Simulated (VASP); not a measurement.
The system is SnO.

```xyz
4
Lattice="3.8137 0.0000 0.0000 0.0000 3.8137 0.0000 0.0000 0.0000 4.8869" Properties=species:S:1:pos:R:3 pbc="T T T"
Sn    0.0000    1.9068    1.1503
Sn    1.9068    0.0000    3.7367
O     1.9068    1.9068    0.0000
O     0.0000    0.0000    0.0000
```

Base run:

```yaml
Program: VASP 6.6.1
Functional: PBE
Potentials_or_basis: VASP PAW PBE potentials, release 64 (Sn_d, O)
Cutoff: 520 eV
k_mesh: 9 × 9 × 7
Occupations: fermi-dirac, width 0.01 eV
Spin: no spin polarisation
```

Its results: band gap on the k mesh 0.30 eV (least direct gap 2.02 eV); pressure 3.8 GPa; largest force 0.455 eV/Å.

Problem. The run is repeated on the same cell with these changes: functional from PBE to r2SCAN. What comes out?

Solution. Band gap on the k mesh 0.42 eV (least direct gap 2.34 eV); pressure 0.1 GPa; largest force 0.015 eV/Å.

Caveats: semilocal functionals underestimate gaps, and a narrow one can read as zero; spin-orbit coupling is left out, which moves the levels of the heavy elements; the cell stands under pressure (at least some runs); the PAW data sets were made with another functional, which shifts forces and pressure a little (at least some runs).

A k mesh can miss the band edges.
